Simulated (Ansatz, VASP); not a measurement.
**One calculation of In3B2H3, two programs**

```xyz
8
Lattice="4.2464 0.0000 0.0000 0.0000 4.2464 0.0000 0.0000 0.0000 6.8452" Properties=species:S:1:pos:R:3 pbc="T T T"
In    2.1232    2.1232    3.4226
In    0.0000    0.0000    3.4226
In    0.0000    0.0000    0.0000
B     2.1232    2.1232    5.5914
B     2.1232    2.1232    1.2538
H     2.1232    2.1232    0.0000
H     0.0000    2.1232    0.0000
H     2.1232    0.0000    0.0000
```

Alike in both runs: functional PBE; k mesh 3 × 3 × 2; occupations gaussian, width 0.15 eV; no spin polarisation.

Ansatz relaxed the structure, and its values are those at the end. VASP's run is a single point on that final structure, the one shown.

```csv
,VASP,Ansatz
version,VASP 6.6.1,Ansatz 0.2.0
potentials or method,"VASP PAW PBE potentials, release 64 (In_d, B, H), cutoff 500 eV","scalar-relativistic, plane waves, PAW"
valence electrons in the cell,48,48
```

|  | VASP | Ansatz | Ansatz less VASP |
| --- | --- | --- | --- |
| gap on the k mesh at the Fermi level (eV) | none | none | - |
| pressure (GPa) | -0.2 | -0.1 | +0.09 |
| rms of the force components (eV/Å) | 0.009 | 0.004 | -0.0054 |

A gap of «none» marks a metal or a gap that the smearing closes. With one functional, cell and mesh, what is left measures potentials, basis and numerics.

The k mesh is coarse, so the values compare programs but aren't converged.
